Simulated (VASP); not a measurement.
Input of a VASP 6.6.1 run:

File INCAR:

```
PREC = Accurate ; ENCUT = 520
EDIFF = 1E-8 ; ISMEAR = 0
SIGMA = 0.01 ; LREAL = False
LASPH = True ; NELM = 100
ALGO = Normal ; ISIF = 2
LWAVE = False ; LCHARG = False
GGA = PE ; NBANDS = 12
IBRION = 8 ; NSW = 1
LEPSILON = True
```

File KPOINTS:

```
regular mesh
0
Gamma
  7 7 7
```

Contents of POSCAR:

```
LiCl
1.0
    0.0000000000      2.5647700000      2.5647700000
    2.5647700000      0.0000000000      2.5647700000
    2.5647700000      2.5647700000      0.0000000000
Cl Li
1 1
Direct
    0.5000000000      0.5000000000      0.5000000000
    0.0000000000      0.0000000000      0.0000000000
```

Potentials or basis: VASP PAW PBE potentials, release 64 (Cl, Li_sv).

The run is started by

```bash
$ cat potpaw_PBE.64/Cl/POTCAR potpaw_PBE.64/Li_sv/POTCAR > POTCAR
$ mpirun -np 1 vasp_std > vasp.out
```

(1) Predict the electronic dielectric tensor (diagonal).

(2) Predict the Born charges (mean of the diagonal).

(3) Estimate the highest phonon frequency at Γ, LO-TO splitting left out.

Results:

(1) 2.97.

(2) Cl -1.19; Li +1.19 e.

(3) 175 cm⁻¹.
